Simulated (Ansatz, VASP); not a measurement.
MnO2 in VASP and in Ansatz

```
CELL_PARAMETERS angstrom
2.89417 0.00000 0.00000
-1.44708 2.50642 0.00000
0.00000 0.00000 4.66193
ATOMIC_POSITIONS crystal
Mn 0.00000 0.00000 0.50000
O 0.33333 0.66667 0.70629
O 0.66667 0.33333 0.29371
```

Alike in both runs: task single point; functional PBEsol; k mesh 11 × 11 × 6; occupations fermi-dirac, width 0.05 eV; collinear spin.

```csv
,VASP,Ansatz
version,VASP 6.6.1,Ansatz 0.2.0
potentials or method,"VASP PAW PBE potentials, release 64 (Mn_sv, O)",Ansatz PAW
plane-wave cutoff (eV),700,420
valence electrons in the cell,27,27
```

```csv
,VASP,Ansatz,Ansatz less VASP
gap on the k mesh at the Fermi level (eV),0.86,0.88,+0.013
least direct gap on the mesh (eV),0.93,0.94,+0.014
pressure (GPa),-9.3,-9.1,+0.16
"traceless stress, the component that is largest in VASP (GPa)",3.44,3.56,+0.123
rms of the force components (eV/Å),0.329,0.322,-0.0063
net moment per atom (μB),1.00,1.00,0.000
size of the moment on the site where the two differ most (μB),2.76,2.54,-0.219
```

VASP's potentials were made for PBE, not for PBEsol. Site moments also hang on the region over which each program counts them. Atom by atom the forces differ by 0.006 eV/Å (rms over components). The functional is the same, so the differences come from potentials, cutoffs and numerics.

Noted on Ansatz's run: odd divisions of the mesh miss points on the zone boundary, where band edges often lie, so the gap on the mesh can be too wide.
